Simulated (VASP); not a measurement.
**Au: single point with PBEsol**

The system is Au.

```
Au
1.0
    -1.65727    1.65727    1.65727
     1.65727   -1.65727    1.65727
     1.65727    1.65727   -1.65727
Au
1
Direct
  0.00000 0.00000 0.00000
```

- Program: VASP 6.6.1
- Task: single point
- Functional: PBEsol
- Potentials or basis: VASP PAW PBE potentials, release 64 (Au)
- Cutoff: 520 eV
- k mesh: 6 × 6 × 6
- Occupations: fermi-dirac, width 0.05 eV
- Spin: no spin polarisation

```yaml
Pressure: -9.6 GPa
```

Levels at points of the mesh, in eV from the Fermi level:
| k point | band 2 | band 3 | band 4 | band 5 | band 6 | band 7 | band 8 | band 9 | band 10 | band 11 |
| --- | --- | --- | --- | --- | --- | --- | --- | --- | --- | --- |
| (0.00, 0.00, 0.00) | -4.79 | -4.79 | -4.79 | -3.04 | -3.04 | 16.22 | 16.22 | 16.22 | 22.86 | 22.86 |
| (0.50, 0.00, 0.00) | -5.77 | -3.18 | -2.86 | -1.67 | -0.66 | 2.91 | 12.05 | 13.15 | 20.59 | 21.05 |
| (0.50, 0.50, 0.50) | -6.53 | -2.02 | -2.02 | -2.02 | 5.93 | 5.93 | 5.93 | 8.65 | 15.02 | 15.02 |

Run time: 4.3 s on 1 thread of Intel Xeon 8259CL, with other jobs on the host, peak memory 0.14 GiB.

Caveat: the k points lie up to 0.45 Å⁻¹ apart; the PAW data sets were made with another functional, which shifts forces and pressure a little; spin-orbit coupling is left out, which moves the levels of the heavy elements.
